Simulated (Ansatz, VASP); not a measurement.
Cu: VASP beside Ansatz

Contents of POSCAR:

```
Cu
1.0
    2.4327328030      0.0000000000      0.0000000000
   -1.2163664015      2.1068084080      0.0000000000
    0.0000000000      0.0000000000      3.9480681600
Cu
2
Direct
    0.3333333333      0.6666666667      0.2500000000
    0.6666666667      0.3333333333      0.7500000000
```

INCAR.step1

```
  PREC = Accurate
  ENCUT = 520
  ISMEAR = 0
  SIGMA = 0.15
  LREAL = F
  LASPH = T
  NELM = 60
  NBANDS = 18
  GGA = PE
  ALGO = Normal
  EDIFF = 1E-4
  LWAVE = T
  LCHARG = F
```

Contents of INCAR.step2:

```
  PREC = Accurate
  ENCUT = 520
  EDIFF = 1E-7
  ISMEAR = 0
  SIGMA = 0.15
  LREAL = F
  LASPH = T
  NELM = 60
  ALGO = Normal
  ISIF = 2
  LWAVE = F
  LCHARG = T
  METAGGA = R2SCAN
  LMIXTAU = T
  LELF = T
  LVHAR = T
  NBANDS = 18
  ISTART = 1
```

The input KPOINTS:

```
Automatic mesh
0
Gamma
  24 24 12
```

Input for Ansatz:

```yaml
crystal:
  lattice:
    - [2.432732803, 0.0, 0.0]
    - [-1.2163664015, 2.106808408, 0.0]
    - [0.0, 0.0, 3.94806816]
  atoms:
    - { symbol: Cu, position: [0.3333333333, 0.6666666667, 0.25] }
    - { symbol: Cu, position: [0.6666666667, 0.3333333333, 0.75] }
basis:
  ecutwfc: 500
kpoints:
  mp_grid: { grid: [24, 24, 12] }
hamiltonian:
  xc: r2scan
scf:
  occupations: { method: gaussian, width: 0.15 }
output:
  forces: true
  stress: true
  eigenvalues: true
```

Change from the starting cell: strain -0.040 along x and y, -0.040 along z, atoms carried along.

Alike in both runs: task single point; functional r2SCAN; k mesh 24 × 24 × 12; occupations gaussian, width 0.15 eV; no spin polarisation.

|  | VASP | Ansatz |
| --- | --- | --- |
| version | VASP 6.6.1 | Ansatz 0.2.0 |
| potentials or method | VASP PAW PBE potentials, release 64 (Cu), cutoff 520 eV | scalar-relativistic, plane waves, PAW |
| valence electrons in the cell | 22 | 38 |

```csv
,VASP,Ansatz,Ansatz less VASP
gap on the k mesh at the Fermi level (eV),none,none,-
pressure (GPa),28.2,27.4,-0.81
"traceless stress, the component that is largest in VASP (GPa)",1.95,1.86,-0.096
```

VASP's potentials were made for PBE, not for r2SCAN. A gap of «none» marks a metal or a gap that the smearing closes. With one functional, cell and mesh, what is left measures potentials, basis and numerics. VASP's potentials hold 22 valence electrons a cell and Ansatz's 38, so a difference there can come from the potentials and not from the codes.
